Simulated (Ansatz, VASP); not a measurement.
Li2S in VASP and in Ansatz

The input INCAR:

```
  PREC = Accurate
  ENCUT = 750
  EDIFF = 1E-7
  ISMEAR = 0
  SIGMA = 0.01
  LREAL = False
  LASPH = True
  NELM = 120
  ALGO = Normal
  ISIF = 3
  LWAVE = False
  LCHARG = False
  GGA = PE
  IVDW = 13
  IBRION = 2
  NSW = 80
  EDIFFG = -0.03
  GGA_COMPAT = False
  NELMIN = 4
```

KPOINTS

```
Automatic mesh
0
Gamma
  6 6 6
```

POSCAR

```
Li2S
1.0
    0.0000000000      2.8445000000      2.8445000000
    2.8445000000      0.0000000000      2.8445000000
    2.8445000000      2.8445000000      0.0000000000
Li S
2 1
Direct
    0.2500000000      0.2500000000      0.2500000000
    0.7500000000      0.7500000000      0.7500000000
    0.0000000000      0.0000000000      0.0000000000
```

Input for Ansatz:

```yaml
crystal:
  lattice:
    - [0.0, 2.8445, 2.8445]
    - [2.8445, 0.0, 2.8445]
    - [2.8445, 2.8445, 0.0]
  atoms:
    - { symbol: Li, position: [0.25, 0.25, 0.25] }
    - { symbol: Li, position: [0.75, 0.75, 0.75] }
    - { symbol: S, position: [0.0, 0.0, 0.0] }
kpoints:
  mp_grid:
    grid: [6, 6, 6]
hamiltonian:
  xc: pbe
  dispersion: d4
scf:
  occupations:
    method: fixed
relax:
  f_tol: 0.03
  cell: {}
```

Alike in both runs: task relaxation of cell and atoms; functional PBE; dispersion D4; k mesh 6 × 6 × 6; no spin polarisation.

|  | VASP | Ansatz |
| --- | --- | --- |
| version | VASP 6.6.1 | Ansatz 0.2.0 |
| potentials or method | VASP PAW PBE potentials, release 64 (Li_sv, S) | plane waves, PAW |
| plane-wave cutoff (eV) | 750 | 420 |
| occupations | gaussian, width 0.01 eV | fixed |
| valence electrons in the cell | 12 | 12 |

VASP gave:

| Property | Result |
| --- | --- |
| relaxed volume (Å³/atom) | 14.93 |
| relaxed cell length with the largest relative difference (Å) | 3.987 |

Problem. Which values does Ansatz return?

Solution. Relaxed volume (Å³/atom): 14.97; relaxed cell length with the largest relative difference (Å): 3.990.
